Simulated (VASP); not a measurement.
# AgBr (Fm-3m) in VASP: further runs, part 2 of 2

VASP 6.6.1.

## 4. Single point, PBEsol

This run uses another cell than the first one, of 20.63 Å³/atom.

INCAR

```
PREC = Accurate
ENCUT = 500
EDIFF = 1E-6
ISMEAR = 0
SIGMA = 0.01
LREAL = F
LASPH = T
NELM = 120
ALGO = Normal
ISIF = 2
LWAVE = F
LCHARG = T
GGA = PS
LELF = T
LVHAR = T
NBANDS = 16
GGA_COMPAT = F
```

KPOINTS

```
regular mesh
0
Gamma
  8 8 8
```

POSCAR

```
AgBr
1.0
    2.7427185451      2.7427185451      0.0000000000
   -2.7427185451      2.7427185451      0.0000000000
    0.0000000000      2.7427185451      2.7427185451
Ag Br
1 1
Direct
    0.0000000000      0.0000000000      0.0000000000
    0.5000000000      0.5000000000      0.0000000000
```

Potentials or basis: VASP PAW PBE potentials, release 64 (Ag, Br).

Command:

```sh
$ cat potpaw_PBE.64/Ag/POTCAR potpaw_PBE.64/Br/POTCAR > POTCAR
$ mpirun -np 1 vasp_std > vasp.out
```

OUTCAR:

```text
PREC = Accurate
   ENCUT = 500
   EDIFF = 1E-6
   ISMEAR = 0
   LREAL = F
   LASPH = T
   NELM = 120
   ISIF = 2
   GGA = PS

 ion  position               nearest neighbor table
   1  0.000  0.000  0.000-   2 2.74   2 2.74   2 2.74   2 2.74   2 2.74   2 2.74
   2  0.500  0.500  0.000-   1 2.74   1 2.74   1 2.74   1 2.74   1 2.74   1 2.74

  LATTYP: Found a face centered cubic cell.
 ALAT       =     5.4854370902

  Lattice vectors:

 A1 = (   0.0000000000,   2.7427185451,   2.7427185451)
 A2 = (   2.7427185451,   0.0000000000,   2.7427185451)
 A3 = (   2.7427185451,   2.7427185451,   0.0000000000)

Analysis of symmetry for initial positions (statically):
=====================================================================
 Subroutine PRICEL returns:
 Original cell was already a primitive cell.

 Routine SETGRP: Setting up the symmetry group for a
 face centered cubic supercell.

 Subroutine GETGRP returns: Found 48 space group operations
 (whereof 48 operations were pure point group operations)
 out of a pool of 48 trial point group operations.

The static configuration has the point symmetry O_h .

Analysis of symmetry for dynamics (positions and initial velocities):
=====================================================================
 Subroutine PRICEL returns:
 Original cell was already a primitive cell.

 Routine SETGRP: Setting up the symmetry group for a
 face centered cubic supercell.

 Subroutine GETGRP returns: Found 48 space group operations
 (whereof 48 operations were pure point group operations)
 out of a pool of 48 trial point group operations.

The dynamic configuration has the point symmetry O_h .

 Subroutine INISYM returns: Found 48 space group operations
 (whereof 48 operations are pure point group operations),
 and found     1 'primitive' translations

----------------------------------------------------------------------------------------

                                     Primitive cell

  volume of cell :      41.2642

  direct lattice vectors                    reciprocal lattice vectors
     2.742718545  2.742718545  0.000000000     0.182300878  0.182300878 -0.182300878
    -2.742718545  2.742718545  0.000000000    -0.182300878  0.182300878 -0.182300878
     0.000000000  2.742718545  2.742718545     0.000000000  0.000000000  0.364601757

  length of vectors
     3.878789764  3.878789764  3.878789764     0.315754384  0.315754384  0.364601757

  position of ions in fractional coordinates (direct lattice)
     0.000000000  0.000000000  0.000000000
     0.500000000  0.500000000  0.000000000

  ion indices of the primitive-cell ions
   primitive index   ion index
                 1           1
                 2           2

----------------------------------------------------------------------------------------

 KPOINTS: regular mesh

Automatic generation of k-mesh.
 Grid dimensions read from file:
 generate k-points for:    8    8    8

 Generating k-lattice:

  Cartesian coordinates                     Fractional coordinates (reciprocal lattice)
     0.022787610  0.022787610 -0.022787610     0.125000000  0.000000000  0.000000000
    -0.022787610  0.022787610 -0.022787610     0.000000000  0.125000000  0.000000000
     0.000000000  0.000000000  0.045575220     0.000000000  0.000000000  0.125000000

  Length of vectors
     0.039469298  0.039469298  0.045575220

  Shift w.r.t. Gamma in fractional coordinates (k-lattice)
     0.000000000  0.000000000  0.000000000

 Subroutine IBZKPT returns following result:
 ===========================================

 Found     29 irreducible k-points:

 Following reciprocal coordinates:
            Coordinates               Weight
  0.000000  0.000000  0.000000      1.000000
  0.125000  0.000000  0.000000      8.000000
  0.250000  0.000000  0.000000      8.000000
  0.375000  0.000000  0.000000      8.000000
  0.500000  0.000000  0.000000      4.000000
  0.125000  0.125000  0.000000     12.000000
[... 16 lines left out ...]
  0.375000  0.250000  0.125000     48.000000
  0.500000  0.250000  0.125000     24.000000
 [... further k-points ...]
   k-points           NKPTS =     29   k-points in BZ     NKDIM =     29   number of bands    NBANDS=     16
   number of dos      NEDOS =    301   number of ions     NIONS =      2
   total plane-waves  NPLWV =  21952
   dimension x,y,z NGX =    28 NGY =   28 NGZ =   28
   dimension x,y,z NGXF=    56 NGYF=   56 NGZF=   56
   ions per type =               1   1
   NGX,Y,Z   is equivalent  to a cutoff of  12.00, 12.00, 12.00 a.u.
   NGXF,Y,Z  is equivalent  to a cutoff of  24.00, 24.00, 24.00 a.u.
 SYSTEM =  unknown system
   PREC   = accura    normal or accurate (medium, high low for compatibility)
   ISTART =      0    job   : 0-new  1-cont  2-samecut
   ICHARG =      2    charge: 1-file 2-atom 10-const
   ISPIN  =      1    spin polarized calculation?
   LNONCOLLINEAR =      F non collinear calculations
   LSORBIT =      F    spin-orbit coupling
   LASPH  =      T    aspherical Exc in radial PAW
   ENCUT  =  500.0 eV  36.75 Ry    6.06 a.u.   7.07  7.07  7.07*2*pi/ulx,y,z
   NELM   =    120;   NELMIN=  2; NELMDL= -5     # of ELM steps
   EDIFF  = 0.1E-05   stopping-criterion for ELM
   LREAL  =      F    real-space projection
   EDIFFG = 0.1E-04   stopping-criterion for IOM
   NSW    =      0    number of steps for IOM
   IBRION =     -1    ionic relax: 0-MD 1-quasi-New 2-CG
   NFREE  =      0    steps in history (QN), initial steepest desc. (CG)
   ISIF   =      2    stress and relaxation
   ISYM   =      2    0-nonsym 1-usesym 2-fastsym
   POTIM  = 0.5000    time-step for ionic-motion
   TEBEG  =    0.0;   TEEND  =   0.0 temperature during run
   PSTRESS=    0.0 pullay stress
   NELECT =      18.0000    total number of electrons
   NUPDOWN=      -1.0000    fix difference up-down
   EMIN   =  10.00;   EMAX   =-10.00  energy-range for DOS
   EFERMI =   0.00;   METHOD = LEGACY
   ISMEAR =     0;   SIGMA  =   0.01  broadening in eV -4-tet -1-fermi 0-gaus
   EFERMI_NEDOS =   21; number of points for ismear=-14 and -15
   IALGO  =     38    algorithm
   IMIX   =      4    mixing-type and parameters
     AMIX     =   0.40;   BMIX     =  1.00
     AMIX_MAG =   1.60;   BMIX_MAG =  1.00
  volume/ion in A,a.u.               =      20.63       139.23
  Fermi-wavevector in a.u.,A,eV,Ry     =   1.241579  2.346244 20.973638  1.541519
  Thomas-Fermi vector in A             =   2.375971
   LORBIT       =      0    0 simple, 1 ext, 2 COOP (PROOUT), +10 PAW based schemes
   GGA     = PS    functional components
   LHFCALC =     F    Hartree Fock is set to
   AEXX    =    0.0000 exact exchange contribution
   IVDW    =     0    specifies the selected vdW correction
   LEPSILON=     F    determine dielectric tensor
   LRPA    =     F    only Hartree local field effects (RPA)
 non-spin polarized calculation
 Gauss-broadening in eV      SIGMA  =   0.01
  energy-cutoff  :      500.00
  volume of cell :       41.26
 maximum number of plane-waves:      1067
   NGX = 15   NGY = 15   NGZ = 15

 number of electron      17.9999997 magnetization

 Free energy of the ion-electron system (eV)
  ---------------------------------------------------
  ext. energy  EPLUGINS =         0.00000000
  ---------------------------------------------------
  free energy    TOTEN  =        -5.61197928 eV

  energy without entropy =       -5.61197928  energy(sigma->0) =       -5.61197928

 E-fermi :   5.3688     XC(G=0): -10.7907

 val. band max:        5.3114422276   @ k =   0.5000   0.0000   0.0000
 cond. band min:       5.8334364334   @ k =   0.0000   0.0000   0.0000
 fundamental gap:      0.5219942058
 Fermi energy:         5.3688286898

 k-point     1 :       0.0000    0.0000    0.0000
  band No.  band energies     occupation
      1     -10.7854      2.00000
      2       1.7989      2.00000
      3       1.7990      2.00000
      4       1.7990      2.00000
      5       1.8047      2.00000
      6       1.8047      2.00000
[... 8 lines left out ...]
     15      17.5293      0.00000
     16      17.5293      0.00000
[... 419 lines left out ...]
 k-point    24 :       0.5000    0.2500    0.1250
  band No.  band energies     occupation
      1     -10.0671      2.00000
      2      -0.7660      2.00000
      3       0.1903      2.00000
      4       0.2676      2.00000
      5       2.1753      2.00000
      6       2.2460      2.00000
[... 8 lines left out ...]
     15      18.3058      0.00000
     16      20.0087      0.00000

 [... further k-points ...]

------------------------ aborting loop because EDIFF is reached ----------------------------------------

  FORCE on cell =-STRESS in cart. coord.  units (eV):
  Direction    XX          YY          ZZ          XY          YZ          ZX
  --------------------------------------------------------------------------------------
  -------------------------------------------------------------------------------------
  Total        1.7913025      1.7913025      1.7913025      0.0000000     -0.0000000      0.0000000
  in kB       69.5513880     69.5513880     69.5513880      0.0000000     -0.0000000      0.0000000
  external PRESSURE =      69.5513880 kB  Pullay stress =       0.0000000 kB

 VOLUME and BASIS-vectors are now :
 -----------------------------------------------------------------------------
  energy-cutoff  :      500.00
  volume of cell :       41.26
      direct lattice vectors                 reciprocal lattice vectors
     2.742718545  2.742718545  0.000000000     0.182300878  0.182300878 -0.182300878
    -2.742718545  2.742718545  0.000000000    -0.182300878  0.182300878 -0.182300878
     0.000000000  2.742718545  2.742718545     0.000000000  0.000000000  0.364601757

 POSITION                                       TOTAL-FORCE (eV/Angst)
 -----------------------------------------------------------------------------------
      0.00000      0.00000      0.00000        -0.000000     -0.000000      0.000000
      0.00000      2.74272      0.00000         0.000000      0.000000      0.000000
 -----------------------------------------------------------------------------------
    total drift:                               -0.000000      0.000000     -0.000000

  FREE ENERGIE OF THE ION-ELECTRON SYSTEM (eV)
  ---------------------------------------------------
  free  energy   TOTEN  =        -5.6119792827 eV

  energy  without entropy=       -5.6119792827  energy(sigma->0) =       -5.61197928
```

OSZICAR:

```text
N       E                     dE             d eps       ncg     rms          rms(c)
DAV:   1     0.954786051282E+02    0.95479E+02   -0.81626E+03   936   0.977E+02
DAV:   2    -0.270096856939E+01   -0.98180E+02   -0.91139E+02  1192   0.215E+02
DAV:   3    -0.573404122663E+01   -0.30331E+01   -0.30282E+01  1120   0.405E+01
DAV:   4    -0.574795929850E+01   -0.13918E-01   -0.13918E-01  1168   0.291E+00
DAV:   5    -0.574808080110E+01   -0.12150E-03   -0.12150E-03  1152   0.269E-01    0.922E+00
DAV:   6    -0.561719592518E+01    0.13088E+00   -0.28236E-01  1120   0.746E+00    0.592E+00
DAV:   7    -0.561289378256E+01    0.43021E-02   -0.46539E-02  1024   0.145E+00    0.207E+00
DAV:   8    -0.561205221639E+01    0.84157E-03   -0.24977E-03  1088   0.508E-01    0.282E-01
DAV:   9    -0.561197431264E+01    0.77904E-04   -0.34141E-04  1152   0.187E-01    0.496E-02
DAV:  10    -0.561197619498E+01   -0.18823E-05   -0.98097E-06  1168   0.394E-02    0.124E-02
DAV:  11    -0.561197947099E+01   -0.32760E-05   -0.47604E-06  1128   0.181E-02    0.792E-03
DAV:  12    -0.561197928268E+01    0.18831E-06   -0.20310E-07   560   0.508E-03
   1 F= -.56119793E+01 E0= -.56119793E+01  d E =-.439549E-18
```

stdout:

```text
POSCAR found type information on POSCAR AgBr
 POSCAR found :  2 types and       2 ions
 scaLAPACK will be used
 -----------------------------------------------------------------------------
|                                                                             |
|                                                                             |
|     You enforced a specific xc type in the INCAR file but a different       |
|     I HOPE YOU KNOW WHAT YOU ARE DOING!                                     |
|                                                                             |
 -----------------------------------------------------------------------------

 LDA part: xc-table for (Slater+PW92), standard interpolation
 POSCAR, INCAR and KPOINTS ok, starting setup
 FFT: planning ... GRIDC
 FFT: planning ... GRID_SOFT
 FFT: planning ... GRID
 WAVECAR not read
 entering main loop
```

Run time: 7.4 s. Hardware: 1 thread of Intel Xeon 6975P-C (Granite Rapids), shared host; peak memory 0.16 GiB.

Results:

```
Free energy            : -5.6120 eV
Pressure               : 7.0 GPa
Band gap on the k mesh : 0.52 eV (least direct gap 2.99 eV)
```

Caveat: the cell stands under pressure; the PAW data sets were made with another functional, which shifts forces and pressure a little.

## 5. Single point, PBEsol

This run uses another cell than the first one, of 21.42 Å³/atom.

INCAR

```
SYSTEM = AgBr
PREC = Accurate
ENCUT = 500
EDIFF = 1E-6
ISMEAR = 0
SIGMA = 0.01
LREAL = .False.
LASPH = .True.
NELM = 120
ALGO = Normal
ISIF = 2
LWAVE = .False.
LCHARG = .False.
GGA = PS
NBANDS = 16
GGA_COMPAT = .False.
```

KPOINTS

```
Automatic mesh
0
Gamma
  8 8 8
  0 0 0
```

POSCAR

```
AgBr
1.0
    2.7772633056      2.7772633056      0.0000000000
   -2.7772633056      2.7772633056      0.0000000000
    0.0000000000      2.7772633056      2.7772633056
Ag Br
1 1
Direct
    0.0000000000      0.0000000000      0.0000000000
    0.5000000000      0.5000000000      0.0000000000
```

Command:

```sh
$ cat potpaw_PBE.64/Ag/POTCAR potpaw_PBE.64/Br/POTCAR > POTCAR
$ mpirun -np 1 vasp_std > vasp.out
```

It took 8.7 s on 1 thread of Intel Xeon 6975P-C (Granite Rapids), shared host; peak memory 0.17 GiB.

It converged, with:

```
Free energy            : -5.6654 eV
Pressure               : 4.0 GPa
Band gap on the k mesh : 0.51 eV (least direct gap 2.83 eV)
```

Levels at points of the mesh, in eV from the valence-band top:
```
           k point  band 6  band 7  band 8  band 9  band 10  band 11  band 12  band 13
(0.00, 0.00, 0.00)   -3.30   -2.32   -2.32   -2.32     0.51     9.78     9.78     9.78
(0.50, 0.00, 0.00)   -2.90   -2.50    0.00    0.00     3.24     6.42     6.42     7.13
(0.50, 0.50, 0.00)   -3.09   -2.77   -2.77   -2.59     1.23     6.72     9.32    11.40
```

Caveat: the cell stands under pressure; the PAW data sets were made with another functional, which shifts forces and pressure a little. A k mesh can miss the band edges.

## 6. Summary

```csv
cell,gap on the mesh (eV),pressure (GPa)
"a = 3.781 Å, angles 60.0, 60.0, 90.0°, 2 atoms",0.58,15.0
"a = 3.838 Å, angles 60.0, 60.0, 90.0°, 2 atoms",0.54,10.0
"a = 3.879 Å, angles 60.0, 60.0, 90.0°, 2 atoms",0.52,7.0
"a = 3.928 Å, angles 60.0, 60.0, 90.0°, 2 atoms",0.51,4.0
```

Alike in all rows: task single point; level PBEsol; potentials or basis VASP PAW PBE potentials, release 64 (Ag, Br); no spin polarisation; k mesh 8 × 8 × 8; cutoff (eV) 500; smearing gaussian 0.01 eV.

Caveats: the cell stands under pressure; the PAW data sets were made with another functional, which shifts forces and pressure a little.

Total energies depend on the potentials used, so only differences within one code and one set of settings carry meaning.
